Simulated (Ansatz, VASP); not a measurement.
## One calculation of Lu, two programs

INCAR

```
PREC = Accurate
ENCUT = 600
EDIFF = 1E-6
ISMEAR = 0
SIGMA = 0.1
LREAL = F
LASPH = T
NELM = 100
ALGO = Normal
ISIF = 3
LWAVE = F
LCHARG = F
GGA = PE
IBRION = 2
NSW = 90
EDIFFG = -0.04
```

The input KPOINTS:

```
regular mesh
0
Gamma
  8 8 8
```

File POSCAR:

```
Lu
1.0
   -1.7245353600      1.7245353600      2.5175163100
    1.7245353600     -1.7245353600      2.5175163100
    1.7245353600      1.7245353600     -2.5175163100
Lu
1
Direct
    0.0000000000      0.0000000000      0.0000000000
```

Input for Ansatz:

```yaml
crystal:
  lattice:
    - [-1.72453536, 1.72453536, 2.51751631]
    - [1.72453536, -1.72453536, 2.51751631]
    - [1.72453536, 1.72453536, -2.51751631]
  atoms:
    - { symbol: Lu, position: [0.0, 0.0, 0.0] }
basis:
  ecutwfc: 420
kpoints:
  mp_grid: { grid: [8, 8, 8] }
hamiltonian:
  xc: pbe
scf:
  occupations: { method: gaussian, width: 0.1 }
  lower_state_search: "off"
output:
  forces: true
  stress: true
  eigenvalues: true
relax:
  adjacent_minimum: "off"
  f_tol: 0.04
  max_steps: 70
  cell: { stress_tol: 0.4 }
```

Alike in both runs: task relaxation of cell and atoms; functional PBE; k mesh 8 × 8 × 8; occupations gaussian, width 0.1 eV; no spin polarisation.

```csv
,VASP,Ansatz
version,VASP 6.6.1,Ansatz 0.2.0
potentials or method,"VASP PAW PBE potentials, release 64 (Lu), cutoff 600 eV","scalar-relativistic, plane waves, PAW"
valence electrons in the cell,25,25
```

|  | VASP | Ansatz | Ansatz less VASP |
| --- | --- | --- | --- |
| gap on the k mesh at the Fermi level, each at its own relaxed structure (eV) | none | none | - |
| relaxed volume (Å³/atom) | 28.84 | 28.62 | -0.223 |
| relaxed cell length with the largest relative difference (Å) | 3.441 | 3.434 | -0.0075 |

A gap of «none» marks a metal or a gap that the smearing closes.

Spin-orbit coupling is off throughout.
